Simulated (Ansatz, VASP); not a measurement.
**VRu: VASP beside Ansatz**

File INCAR:

```
SYSTEM = VRu
PREC     = Accurate       ! precision mode
ENCUT    = 500            ! plane-wave cutoff, eV
EDIFF    = 1E-6           ! SCF threshold, eV
ISMEAR   = 1              ! smearing method
SIGMA    = 0.1            ! smearing width, eV
LREAL    = .False.        ! projectors in reciprocal space
LASPH    = .True.         ! aspherical terms in the spheres
NELM     = 200            ! most SCF steps
ALGO     = Normal         ! electronic algorithm
ISIF     = 2              ! what is computed and relaxed
LWAVE    = .False.        ! write WAVECAR
LCHARG   = .True.         ! write CHGCAR
ISPIN    = 2              ! spin polarisation
MAGMOM   = 1.5 0          ! initial moments
LORBIT   = 11             ! projections on sites
LMAXMIX  = 4              ! l up to which the mixer works
GGA      = CA             ! functional
LELF     = .True.         ! ELF
LVHAR    = .True.       
NBANDS   = 24             ! bands
GGA_COMPAT= .False.
```

File KPOINTS:

```
regular mesh
0
Gamma
  8 8 8
  0 0 0
```

File POSCAR:

```
VRu
1.0
    2.9900000000      0.0000000000      0.0000000000
    0.0000000000      2.9900000000      0.0000000000
    0.0000000000      0.0000000000      2.9900000000
V Ru
1 1
Direct
    0.5000000000      0.5000000000      0.5000000000
    0.0000000000      0.0000000000      0.0000000000
```

Input for Ansatz:

```yaml
crystal:
  lattice:
    bravais: cubic
    a: 2.99
  space_group: 221
  atoms:
    - { symbol: V, position: [0.5, 0.5, 0.5] }
    - { symbol: Ru, position: [0.0, 0.0, 0.0] }
accuracy: low
basis:
  ecutwfc: 544.22772491976
kpoints:
  mp_grid:
    grid: [8, 8, 8]
hamiltonian:
  xc: lda
magnetization:
  spin_polarized: true
  per_species:
    V: 1.5
scf:
  max_iter: 100
  algorithm: direct_min
  n_extra_bands: 16
  lower_state_search: "off"
  occupations:
    method: cold
    width: 0.1
output:
  stress: true
```

Alike in both runs: task single point; functional LDA; k mesh 8 × 8 × 8; collinear spin.

```csv
,VASP,Ansatz
version,VASP 6.6.1,Ansatz 0.2.0
potentials or method,"VASP PAW LDA potentials, release 64 (V_sv, Ru_pv), cutoff 500 eV","plane waves, PAW"
occupations,"methfessel-paxton of order 1, width 0.1 eV","cold, width 0.1 eV"
valence electrons in the cell,27,29
```

VASP gave:

* gap on the k mesh at the Fermi level (eV): none
* pressure (GPa): -10.6
* net moment per atom (μB): 0.00

Question: Estimate Ansatz's values.

Answer: gap on the k mesh at the Fermi level (eV): none; pressure (GPa): -11.2; net moment per atom (μB): 0.00.

LDA's correlation is that of Perdew and Zunger in VASP and of Perdew and Wang (1992) in Ansatz. A gap of «none» marks a metal or a gap that the smearing closes. VASP's potentials hold 27 valence electrons a cell and Ansatz's 29, so a difference there can come from the potentials and not from the codes. Ansatz's warnings: seeded moment not kept, stability check not made.
